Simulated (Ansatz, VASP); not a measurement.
Two plane-wave programs on Te2Mo

```xyz
6
Lattice="3.5039 0.0000 0.0000 -1.7519 3.0345 0.0000 0.0000 0.0000 24.7677" Properties=species:S:1:pos:R:3 pbc="T T T"
Te    0.0000    2.0230    4.5000
Te    0.0000    2.0230    8.1339
Te    1.7519    3.0345   12.1639
Te    1.7519    3.0345   15.7977
Mo    1.7519    1.0115    6.3169
Mo    0.0000    4.0459   13.9808
```

Alike in both runs: task single point; functional PBE; dispersion D3(BJ); k mesh 9 × 9 × 1; occupations gaussian, width 0.05 eV; no spin polarisation.

|  | VASP | Ansatz |
| --- | --- | --- |
| version | VASP 6.6.1 | Ansatz 0.2.0 |
| potentials or method | VASP PAW PBE potentials, release 64 (Te, Mo_sv), cutoff 520 eV | scalar-relativistic, plane waves, PAW |
| valence electrons in the cell | 52 | 92 |

```csv
,VASP,Ansatz,Ansatz less VASP
gap on the k mesh at the Fermi level (eV),1.18,1.18,-0.001
least direct gap on the mesh (eV),1.18,1.18,+0.001
rms of the force components (eV/Å),0.038,0.034,-0.0042
```

VASP's potentials hold 52 valence electrons a cell and Ansatz's 92, so a difference there can come from the potentials and not from the codes.

Neither program's run includes spin-orbit coupling.
